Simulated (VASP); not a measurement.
Here is a VASP 6.6.1 calculation.

File INCAR:

```
ALGO = Normal
EDIFF = 1E-8
ENCUT = 400
GGA = PS
GGA_COMPAT = False
ISIF = 2
ISMEAR = -1
LASPH = True
LCHARG = False
LEFG = True
LREAL = False
LWAVE = False
NBANDS = 10
NELM = 120
PREC = Accurate
SIGMA = 0.05
```

Contents of KPOINTS:

```
k-points
0
Gamma
  15 15 15
```

The input POSCAR:

```
Ir
1.0
    0.0000000000      1.9068157192      1.9068157192
    1.9068157192      0.0000000000      1.9068157192
    1.9068157192      1.9068157192      0.0000000000
Ir
1
Direct
    0.0000000000      0.0000000000      0.0000000000
```

Potentials or basis: VASP PAW PBE potentials, release 64 (Ir).

Launch:

```console
$ cat potpaw_PBE.64/Ir/POTCAR > POTCAR
$ mpirun -np 1 vasp_std > vasp.out
```

**Question.** Predict the pressure.

**Answer.** 6.3 GPa.

Caveat: without QUAD_EFG the Cq values of the log hold for a quadrupole moment of 1 mb, not for the nuclei; the PAW data sets were made with another functional, which shifts forces and pressure a little.
